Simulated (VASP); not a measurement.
# Cd2SO (I4/mmm) in VASP: a series of runs

Cd2SO is run at these levels: PBE; tasks: single point.

Everything below comes from runs of VASP 6.6.1. Logs are shortened: lines on timing, memory, paths and dates and some standing lists are left out, and cuts for length are marked.

### Step 1. The cell of the first run

Symmetry: I4/mmm, No. 139, tetragonal system. The conventional cell has a = 4.533 Å, b = 4.533 Å, c = 7.710 Å, α = 90.00°, β = 90.00°, γ = 90.00°. Within 2.4 Å of Cd (site symmetry 4mm) lie 1 S at 1.81 Å and 1 O at 2.04 Å. S (site symmetry 4/mmm) has 2 Cd at 1.81 Å within 2.4 Å. Within 2.7 Å of O (site symmetry 4/mmm) lie 2 Cd at 2.04 Å.

### Step 2. Single point, PBE

The input, INCAR:

```
SYSTEM = Cd2SO
ALGO = Normal
EDIFF = 1E-7
ENCUT = 520
GGA = PE
ISIF = 2
ISMEAR = 0
LASPH = .TRUE.
LCHARG = .FALSE.
LREAL = .FALSE.
LWAVE = .FALSE.
NBANDS = 26
NELM = 100
PREC = Accurate
SIGMA = 0.1
```

The input, KPOINTS:

```
k-points
0
G
  6 6 6
  0 0 0
```

The input, POSCAR:

```
Cd2SO
1.0
   -2.2667149800      2.2667149800      3.8551951300
    2.2667149800     -2.2667149800      3.8551951300
    2.2667149800      2.2667149800     -3.8551951300
Cd S O
2 1 1
Direct
    0.7349694500      0.7349694500      0.0000000000
    0.2650305500      0.2650305500      0.0000000000
    0.5000000000      0.5000000000      0.0000000000
    0.0000000000      0.0000000000      0.0000000000
```

Potentials or basis: VASP PAW PBE potentials, release 64 (Cd, S, O).

Command:

```
cat potpaw_PBE.64/Cd/POTCAR potpaw_PBE.64/S/POTCAR potpaw_PBE.64/O/POTCAR > POTCAR
mpirun -np 1 vasp_std > vasp.out
```

OUTCAR:

```text
SYSTEM = Cd2SO
   EDIFF = 1E-7
   ENCUT = 520
   GGA = PE
   ISIF = 2
   ISMEAR = 0
   LASPH = .TRUE.
   LREAL = .FALSE.
   NELM = 100
   PREC = Accurate

 ion  position               nearest neighbor table
   1  0.735  0.735  0.000-   3 1.81   4 2.04   2 3.21   2 3.21   2 3.21   2 3.21   2 3.62
   2  0.265  0.265  0.000-   3 1.81   4 2.04   1 3.21   1 3.21   1 3.21   1 3.21   1 3.62
   3  0.500  0.500  0.000-   1 1.81   2 1.81
   4  0.000  0.000  0.000-   1 2.04   2 2.04

  LATTYP: Found a body centered tetragonal cell.
 ALAT       =     4.5334299600
 C/A-ratio  =     1.7007851291

  Lattice vectors:

 A1 = (  -2.2667149800,   2.2667149800,   3.8551951300)
 A2 = (   2.2667149800,  -2.2667149800,   3.8551951300)
 A3 = (   2.2667149800,   2.2667149800,  -3.8551951300)

Analysis of symmetry for initial positions (statically):
=====================================================================
 Subroutine PRICEL returns:
 Original cell was already a primitive cell.

 Routine SETGRP: Setting up the symmetry group for a
 body centered tetragonal supercell.

 Subroutine GETGRP returns: Found 16 space group operations
 (whereof 16 operations were pure point group operations)
 out of a pool of 16 trial point group operations.

The static configuration has the point symmetry D_4h.

Analysis of symmetry for dynamics (positions and initial velocities):
=====================================================================
 Subroutine PRICEL returns:
 Original cell was already a primitive cell.

 Routine SETGRP: Setting up the symmetry group for a
 body centered tetragonal supercell.

 Subroutine GETGRP returns: Found 16 space group operations
 (whereof 16 operations were pure point group operations)
 out of a pool of 16 trial point group operations.

The dynamic configuration has the point symmetry D_4h.

 Subroutine INISYM returns: Found 16 space group operations
 (whereof 16 operations are pure point group operations),
 and found     1 'primitive' translations

----------------------------------------------------------------------------------------

                                     Primitive cell

  volume of cell :      79.2319

  direct lattice vectors                    reciprocal lattice vectors
    -2.266714980  2.266714980  3.855195130     0.000000000  0.220583534  0.129695121
     2.266714980 -2.266714980  3.855195130     0.220583534  0.000000000  0.129695121
     2.266714980  2.266714980 -3.855195130     0.220583534  0.220583534  0.000000000

  length of vectors
     5.013833173  5.013833173  5.013833173     0.255886537  0.255886537  0.311952225

  position of ions in fractional coordinates (direct lattice)
     0.734969450  0.734969450  0.000000000
     0.265030550  0.265030550  0.000000000
     0.500000000  0.500000000  0.000000000
     0.000000000  0.000000000  0.000000000

  ion indices of the primitive-cell ions
   primitive index   ion index
                 1           1
                 2           2
                 3           3
                 4           4

----------------------------------------------------------------------------------------

 KPOINTS: k-points

Automatic generation of k-mesh.
 Grid dimensions read from file:
 generate k-points for:    6    6    6

 Generating k-lattice:

  Cartesian coordinates                     Fractional coordinates (reciprocal lattice)
     0.000000000  0.036763922  0.021615854     0.166666667  0.000000000  0.000000000
     0.036763922  0.000000000  0.021615854     0.000000000  0.166666667  0.000000000
     0.036763922  0.036763922  0.000000000     0.000000000  0.000000000  0.166666667

  Length of vectors
     0.042647756  0.042647756  0.051992037

  Shift w.r.t. Gamma in fractional coordinates (k-lattice)
     0.000000000  0.000000000  0.000000000

 Subroutine IBZKPT returns following result:
 ===========================================

 Found     30 irreducible k-points:

 Following reciprocal coordinates:
            Coordinates               Weight
  0.000000  0.000000  0.000000      1.000000
  0.166667  0.000000 -0.000000      8.000000
  0.333333  0.000000 -0.000000      8.000000
  0.500000  0.000000  0.000000      4.000000
  0.166667  0.166667 -0.000000      8.000000
  0.333333  0.166667  0.000000     16.000000
[... 16 lines left out ...]
 -0.333333 -0.333333  0.166667      8.000000
 -0.166667 -0.333333  0.166667      8.000000
 [... further k-points ...]
   k-points           NKPTS =     30   k-points in BZ     NKDIM =     30   number of bands    NBANDS=     26
   number of dos      NEDOS =    301   number of ions     NIONS =      4
   total plane-waves  NPLWV =  64000
   dimension x,y,z NGX =    40 NGY =   40 NGZ =   40
   dimension x,y,z NGXF=    80 NGYF=   80 NGZF=   80
   ions per type =               2   1   1
   NGX,Y,Z   is equivalent  to a cutoff of  13.26, 13.26, 13.26 a.u.
   NGXF,Y,Z  is equivalent  to a cutoff of  26.53, 26.53, 26.53 a.u.
 SYSTEM =  Cd2SO
   PREC   = accura    normal or accurate (medium, high low for compatibility)
   ISTART =      0    job   : 0-new  1-cont  2-samecut
   ICHARG =      2    charge: 1-file 2-atom 10-const
   ISPIN  =      1    spin polarized calculation?
   LNONCOLLINEAR =      F non collinear calculations
   LSORBIT =      F    spin-orbit coupling
   LASPH  =      T    aspherical Exc in radial PAW
   ENCUT  =  520.0 eV  38.22 Ry    6.18 a.u.   9.32  9.32  9.32*2*pi/ulx,y,z
   NELM   =    100;   NELMIN=  2; NELMDL= -5     # of ELM steps
   EDIFF  = 0.1E-06   stopping-criterion for ELM
   LREAL  =      F    real-space projection
   EDIFFG = 0.1E-05   stopping-criterion for IOM
   NSW    =      0    number of steps for IOM
   IBRION =     -1    ionic relax: 0-MD 1-quasi-New 2-CG
   NFREE  =      0    steps in history (QN), initial steepest desc. (CG)
   ISIF   =      2    stress and relaxation
   ISYM   =      2    0-nonsym 1-usesym 2-fastsym
   POTIM  = 0.5000    time-step for ionic-motion
   TEBEG  =    0.0;   TEEND  =   0.0 temperature during run
   PSTRESS=    0.0 pullay stress
   NELECT =      36.0000    total number of electrons
   NUPDOWN=      -1.0000    fix difference up-down
   EMIN   =  10.00;   EMAX   =-10.00  energy-range for DOS
   EFERMI =   0.00;   METHOD = LEGACY
   ISMEAR =     0;   SIGMA  =   0.10  broadening in eV -4-tet -1-fermi 0-gaus
   EFERMI_NEDOS =   21; number of points for ismear=-14 and -15
   IALGO  =     38    algorithm
   IMIX   =      4    mixing-type and parameters
     AMIX     =   0.40;   BMIX     =  1.00
     AMIX_MAG =   1.60;   BMIX_MAG =  1.00
  volume/ion in A,a.u.               =      19.81       133.67
  Fermi-wavevector in a.u.,A,eV,Ry     =   1.258565  2.378343 21.551431  1.583986
  Thomas-Fermi vector in A             =   2.392168
   LORBIT       =      0    0 simple, 1 ext, 2 COOP (PROOUT), +10 PAW based schemes
   GGA     = PE    functional components
   LHFCALC =     F    Hartree Fock is set to
   AEXX    =    0.0000 exact exchange contribution
   IVDW    =     0    specifies the selected vdW correction
   LEPSILON=     F    determine dielectric tensor
   LRPA    =     F    only Hartree local field effects (RPA)
 non-spin polarized calculation
 Gauss-broadening in eV      SIGMA  =   0.10
  energy-cutoff  :      520.00
  volume of cell :       79.23
 maximum number of plane-waves:      2155
 NGX is ok and might be reduce to    40
   NGX = 19   NGY = 19   NGZ = 19

 number of electron      35.9999995 magnetization

 Free energy of the ion-electron system (eV)
  ---------------------------------------------------
  ext. energy  EPLUGINS =         0.00000000
  ---------------------------------------------------
  free energy    TOTEN  =        -3.32477156 eV

  energy without entropy =       -3.31930133  energy(sigma->0) =       -3.32203645

 E-fermi :   2.3979     XC(G=0):  -9.7044

 val. band max:        2.3928807602   @ k =   0.5000   0.5000   0.3333
 cond. band min:       2.4696103029   @ k =  -0.3333   0.3333   0.0000
 fundamental gap:      0.0767295428
 Fermi energy:         2.3979357883

 k-point     1 :       0.0000    0.0000    0.0000
  band No.  band energies     occupation
      1     -15.0233      2.00000
      2     -12.7344      2.00000
      3     -10.1196      2.00000
      4      -8.4121      2.00000
      5      -8.4121      2.00000
      6      -7.7517      2.00000
[... 18 lines left out ...]
     25      11.3178      0.00000
     26      11.5862      0.00000

 k-point     2 :       0.1667    0.0000   -0.0000
  band No.  band energies     occupation
      1     -14.9335      2.00000
      2     -12.9469      2.00000
      3      -9.9215      2.00000
      4      -8.3745      2.00000
      5      -8.3691      2.00000
      6      -7.7296      2.00000
[... 18 lines left out ...]
     25      11.1517      0.00000
     26      11.7891      0.00000

 k-point     3 :       0.3333    0.0000   -0.0000
  band No.  band energies     occupation
      1     -14.6999      2.00000
      2     -13.3810      2.00000
      3      -9.5593      2.00000
      4      -8.2794      2.00000
      5      -8.2643      2.00000
      6      -7.8309      2.00000
[... 18 lines left out ...]
     25      10.6812      0.00000
     26      12.2237      0.00000

 k-point     4 :       0.5000    0.0000    0.0000
  band No.  band energies     occupation
      1     -14.5202      2.00000
      2     -13.6457      2.00000
      3      -9.3863      2.00000
      4      -8.2110      2.00000
      5      -8.1918      2.00000
      6      -7.9052      2.00000
[... 18 lines left out ...]
     25      10.5010      0.00000
     26      12.3471      0.00000
[... 496 lines left out ...]
      1     -14.5525      2.00000
      2     -13.5544      2.00000
      3      -9.6169      2.00000
      4      -8.1833      2.00000
      5      -8.1680      2.00000
      6      -7.8951      2.00000
[... 18 lines left out ...]
     25      10.4686      0.00000
     26      11.4877      0.00000

 k-point    23 :      -0.3333   -0.3333    0.1667
  band No.  band energies     occupation
      1     -14.5290      2.00000
      2     -13.5850      2.00000
      3      -9.6326      2.00000
      4      -8.1766      2.00000
      5      -8.1711      2.00000
      6      -7.8826      2.00000
[... 18 lines left out ...]
     25      11.7245      0.00000
     26      11.8305      0.00000

 k-point    24 :      -0.1667   -0.3333    0.1667
  band No.  band energies     occupation
      1     -14.5736      2.00000
      2     -13.5993      2.00000
      3      -9.3958      2.00000
      4      -8.2412      2.00000
      5      -8.2360      2.00000
      6      -7.8331      2.00000
[... 18 lines left out ...]
     25      11.4422      0.00000
     26      11.8465      0.00000

 [... further k-points ...]
[... 5 lines left out ...]
  --------------------------------------------------------------------------------------
  -------------------------------------------------------------------------------------
  Total        4.6771186      4.6771186     60.5346949      0.0000000      0.0000000      0.0000000
  in kB       94.5777061     94.5777061   1224.0939591      0.0000000      0.0000000      0.0000000
  external PRESSURE =     471.0831237 kB  Pullay stress =       0.0000000 kB

 VOLUME and BASIS-vectors are now :
 -----------------------------------------------------------------------------
  energy-cutoff  :      520.00
  volume of cell :       79.23
      direct lattice vectors                 reciprocal lattice vectors
    -2.266714980  2.266714980  3.855195130     0.000000000  0.220583534  0.129695121
     2.266714980 -2.266714980  3.855195130     0.220583534  0.000000000  0.129695121
     2.266714980  2.266714980 -3.855195130     0.220583534  0.220583534  0.000000000

 POSITION                                       TOTAL-FORCE (eV/Angst)
 -----------------------------------------------------------------------------------
      0.00000      0.00000      5.66690         0.000000      0.000000     19.075858
      0.00000      0.00000      2.04349        -0.000000     -0.000000    -19.075858
      0.00000      0.00000      3.85520         0.000000      0.000000     -0.000000
      0.00000      0.00000      0.00000         0.000000      0.000000     -0.000000
 -----------------------------------------------------------------------------------
    total drift:                               -0.000000     -0.000000      0.000000

  FREE ENERGIE OF THE ION-ELECTRON SYSTEM (eV)
  ---------------------------------------------------
  free  energy   TOTEN  =        -3.3247715580 eV

  energy  without entropy=       -3.3193013329  energy(sigma->0) =       -3.32203645
```

Wall time 34 s (1 thread of Intel Xeon 6975P-C (Granite Rapids), shared host); peak memory 0.26 GiB.

What came out:

- Free energy: -3.3248 eV
- Pressure: 47.1 GPa
- Largest force: 19.076 eV/Å
- Band gap on the k mesh: zero (band 18 reaches 2.48 eV, above the bottom of band 19 at 1.58 eV)

Forces in eV/Å, atoms in the order of the input:
```
Cd    0.000   0.000  19.076
Cd    0.000   0.000 -19.076
S     0.000   0.000   0.000
O     0.000   0.000   0.000
```

Caveat: forces of over 1 eV/Å act on the atoms, so gaps and moduli don't describe the material at rest.

### Step 3. Single point, PBE

This run uses another cell than the first one, of 39.64 Å³/atom, 2.001 times its volume.

The input, INCAR:

```
ALGO     = Normal         # electronic algorithm
EDIFF    = 1E-7           # SCF threshold, eV
ENCUT    = 520            # plane-wave cutoff, eV
GGA      = PE             # functional
ISIF     = 2              # what is computed and relaxed
ISMEAR   = 0              # smearing method
LASPH    = T              # aspherical terms in the spheres
LCHARG   = T              # write CHGCAR
LELF     = T              # ELF
LREAL    = F              # projectors in reciprocal space
LVHAR    = T            
LWAVE    = F              # write WAVECAR
NBANDS   = 26             # bands
NELM     = 60             # most SCF steps
PREC     = Accurate       # precision mode
SIGMA    = 0.1            # smearing width, eV
```

The input, KPOINTS:

```
k-points
0
Gamma
  6 6 6
```

The input, POSCAR:

```
Cd2SO
1.0
   -3.0666682042      3.0666682042      4.2148676174
    3.0666682042     -3.0666682042      4.2148676174
    3.0666682042      3.0666682042     -4.2148676174
Cd S O
2 1 1
Direct
    0.7709153568      0.7709153568      0.0000000000
    0.2290846432      0.2290846432      0.0000000000
    0.5000000000      0.5000000000      0.0000000000
    0.0000000000      0.0000000000      0.0000000000
```

Potentials or basis: VASP PAW PBE potentials, release 64 (Cd, S, O).

Command:

```
cat potpaw_PBE.64/Cd/POTCAR potpaw_PBE.64/S/POTCAR potpaw_PBE.64/O/POTCAR > POTCAR
mpirun -np 1 vasp_std > vasp.out
```

Wall time 68 s (1 thread of Intel Xeon 6975P-C (Granite Rapids), shared host); peak memory 0.38 GiB.

Results (log left out):

* Free energy: -10.5942 eV
* Pressure: 0.8 GPa
* Largest force: 0.250 eV/Å
* Band gap on the k mesh: 0.32 eV, indirect (least direct gap 0.65 eV)

Forces on the atoms (eV/Å):
```
Cd   0.000  0.000 -0.250
Cd   0.000  0.000  0.250
S    0.000  0.000  0.000
O    0.000  0.000  0.000
```

Stress tensor (GPa, compression positive):
```
0.28 0.00 0.00
0.00 0.28 0.00
0.00 0.00 1.82
```

Levels at points of the mesh, in eV from the valence-band top:
```csv
k point,band 15,band 16,band 17,band 18,band 19,band 20,band 21,band 22
"(0.00, 0.00, 0.00)",-0.96,-0.96,-0.33,-0.33,0.32,3.49,3.49,6.51
"(0.50, 0.00, 0.00)",-0.92,-0.89,-0.73,-0.63,2.66,3.48,4.81,5.02
"(0.50, 0.50, 0.00)",-1.72,-0.90,-0.43,0.00,1.30,2.70,4.16,6.02
"(0.50, 0.50, 0.50)",-1.53,-1.53,-0.02,-0.02,2.18,4.85,5.13,5.13
```

A k mesh can miss the band edges.

### Step 4. Single point, PBE

The input, INCAR:

```
SYSTEM = Cd2SO
ALGO = Normal
EDIFF = 1E-6
ENCUT = 600
GGA = PE
GGA_COMPAT = .FALSE.
ISIF = 2
ISMEAR = 0
LASPH = .TRUE.
LCHARG = .FALSE.
LREAL = .FALSE.
LWAVE = .FALSE.
NBANDS = 34
NELM = 120
PREC = Accurate
SIGMA = 0.1
```

The input, KPOINTS:

```
k-points
0
G
  6 6 6
  0 0 0
```

The input, POSCAR:

```
Cd2SO
1.0
   -2.2667149800      2.2667149800      3.8551951300
    2.2667149800     -2.2667149800      3.8551951300
    2.2667149800      2.2667149800     -3.8551951300
Cd S O
2 1 1
Direct
    0.7349694500      0.7349694500      0.0000000000
    0.2650305500      0.2650305500      0.0000000000
    0.5000000000      0.5000000000      0.0000000000
    0.0000000000      0.0000000000      0.0000000000
```

Potentials or basis: VASP PAW PBE potentials, release 64 (Cd_sv_GW, S, O).

Command:

```
cat potpaw_PBE.64/Cd_sv_GW/POTCAR potpaw_PBE.64/S/POTCAR potpaw_PBE.64/O/POTCAR > POTCAR
mpirun -np 1 vasp_std > vasp.out
```

Run time: 2.4 min. Hardware: 1 thread of Intel Xeon Platinum 8259CL at 2.50GHz (Skylake/Cascade Lake), shared host; peak memory 0.3 GiB.

It converged, with:

```
Free energy            : -3.9205 eV
Pressure               : 43.5 GPa
Largest force          : 18.300 eV/Å
Band gap on the k mesh : zero (band 26 reaches 4.40 eV, above the bottom of band 27 at 3.51 eV)
```

Forces in eV/Å, atoms in the order of the input:
```
Cd    0.000   0.000  18.300
Cd    0.000   0.000 -18.300
S     0.000   0.000   0.000
O     0.000   0.000   0.000
```

Stress tensor (GPa, compression positive):
```
  8.91   0.00   0.00
  0.00   8.91   0.00
  0.00   0.00 112.60
```

Levels at points of the mesh, in eV from the Fermi level:
| k point | band 24 | band 25 | band 26 | band 27 | band 28 | band 29 |
| --- | --- | --- | --- | --- | --- | --- |
| (0.00, 0.00, 0.00) | -1.69 | -1.12 | -1.12 | -0.81 | 1.89 | 1.89 |
| (0.50, 0.00, 0.00) | -2.09 | -1.48 | -1.45 | 1.86 | 3.43 | 4.80 |
| (0.50, 0.50, 0.00) | -2.19 | -0.87 | -0.36 | 0.12 | 1.81 | 3.14 |
| (0.50, 0.50, 0.50) | -3.26 | -0.04 | -0.04 | 4.22 | 4.73 | 5.24 |

Caveat: forces of over 1 eV/Å act on the atoms, so gaps and moduli don't describe the material at rest.

### Step 5. The runs side by side

| potentials or basis | cell | cutoff (eV) | second run | gap on the mesh (eV) | pressure (GPa) | largest force (eV/Å) |
| --- | --- | --- | --- | --- | --- | --- |
| VASP PAW PBE potentials, release 64 (Cd, S, O) | a = 5.014 Å, angles 126.2, 126.2, 79.5°, 4 atoms | 520 | - | none | 47.1 | 19.08 |
| VASP PAW PBE potentials, release 64 (Cd, S, O) | a = 6.048 Å, angles 119.1, 119.1, 91.6°, 4 atoms | 520 | - | 0.32 | 0.8 | 0.25 |
| VASP PAW PBE potentials, release 64 (Cd_sv_GW, S, O) | a = 5.014 Å, angles 126.2, 126.2, 79.5°, 4 atoms | 600 | valence_matched | none | 43.5 | 18.30 |

Alike in all rows: task single point; level PBE; no spin polarisation; k mesh 6 × 6 × 6; smearing gaussian 0.1 eV.

Caveats: forces of over 1 eV/Å act on the atoms, so gaps and moduli don't describe the material at rest (some runs).

Absolute energies hang on the potentials; compare differences alone.
